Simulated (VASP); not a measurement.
Here is a VASP 6.6.1 calculation.

INCAR

```
ALGO     = Normal         # electronic algorithm
EDIFF    = 1E-7           # SCF threshold, eV
ENCUT    = 520            # plane-wave cutoff, eV
GGA      = CA             # functional
ISIF     = 2              # what is computed and relaxed
ISMEAR   = 0              # smearing method
LASPH    = T              # aspherical terms in the spheres
LCHARG   = F              # write CHGCAR
LREAL    = F              # projectors in reciprocal space
LWAVE    = F              # write WAVECAR
NBANDS   = 19             # bands
NELM     = 60             # most SCF steps
PREC     = Accurate       # precision mode
SIGMA    = 0.05           # smearing width, eV
```

File KPOINTS:

```
k-points
0
Gamma
  6 6 6
```

POSCAR

```
SrCl2
1.0
    0.0000000000      3.7643400000      3.2066600000
    3.7643400000      0.0000000000      3.2066600000
    3.7643400000      3.7643400000      0.0000000000
Sr Cl
1 2
Direct
    0.0000000000      0.0000000000      0.0000000000
    0.2500000000      0.2500000000      0.2500000000
    0.7500000000      0.7500000000      0.7500000000
```

Potentials or basis: VASP PAW LDA potentials, release 64 (Sr_sv, Cl).

Run with:

```bash
$ cat potpaw_LDA.64/Sr_sv/POTCAR potpaw_LDA.64/Cl/POTCAR > POTCAR
$ mpirun -np 1 vasp_std > vasp.out
```

(1) Predict the band gap on the k mesh.

(2) Estimate the pressure.

Answers

(1) 3.52 eV (least direct gap 3.70 eV).

(2) -4.2 GPa.

Caveat: the cell differs from its parent crystal (strain +0.080 along x and y, -0.080 along z); the stress differs along the axes, from -7 to 1 GPa.
